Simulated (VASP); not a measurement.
**Cr: relaxation of shape and atoms at fixed volume with PBE**

Crystal: Cr.

```xyz
2
Lattice="2.1892 0.0000 0.0000 -1.0946 1.8959 0.0000 0.0000 0.0000 3.9084" Properties=species:S:1:pos:R:3 pbc="T T T"
Cr    0.0000    1.2639    0.9771
Cr    1.0946    0.6320    2.9313
```

```json
{
 "Program": "VASP 6.6.1",
 "Task": "relaxation of shape and atoms at fixed volume",
 "Functional": "PBE",
 "Potentials or basis": "VASP PAW PBE potentials, release 64 (Cr_pv)",
 "Cutoff": "600 eV",
 "k mesh": "17 × 17 × 9",
 "Occupations": "fermi-dirac, width 0.1 eV",
 "Spin": "no spin polarisation",
 "Dipole correction": "no",
 "Further INCAR settings": "ALGO = Normal; EDIFF = 1e-06; IBRION = 2; EDIFFG = -0.005; NSW = 50; ISIF = 4"
}
```

| Quantity | Value |
| --- | --- |
| Energy gained by relaxing | 10.8 meV/atom |
| Ionic steps | 4 |
| Pressure after relaxing | 196.1 GPa |
| Band gap on the k mesh | zero (band 12 reaches 18.31 eV, above the bottom of band 13 at 15.85 eV) |

Stress tensor (GPa, compression positive):
```
196.10   0.00   0.00
  0.00 196.10   0.00
  0.00   0.00 195.97
```

The path:
```tsv
step	energy change (eV)	largest force (eV/Å)	pressure (GPa)	volume (Å³)
1	0.0000	0.0000	197.48	16.22
2	-0.0170	0.0000	195.26	16.22
3	-0.0216	0.0000	196.06	16.22
4	-0.0216	0.0000	196.06	16.22
```

Final structure:
```
Cr
1.0
     2.21319    0.00000    0.00000
    -1.10659    1.91668    0.00000
     0.00000    0.00000    3.82414
Cr
2
Direct
  0.33333 0.66667 0.25000
  0.66667 0.33333 0.75000
```

Levels at points of the mesh, in eV from the Fermi level:
```
           k point  band 8  band 9  band 10  band 11  band 12  band 13  band 14  band 15  band 16
(0.00, 0.00, 0.00)   -5.70   -1.77    -0.88    -0.88    -0.19    -0.19     1.35     1.35     1.40
```

Run time: 63 s on 1 thread of Intel(R) Xeon(R) Platinum 8559C (Emerald Rapids) (shared host), peak memory 0.16 GiB.

Caveat: the run has no spin polarisation, though such a crystal can be magnetic. Spin polarisation is off, so any magnetic state and its effect on volume and gap are missing.
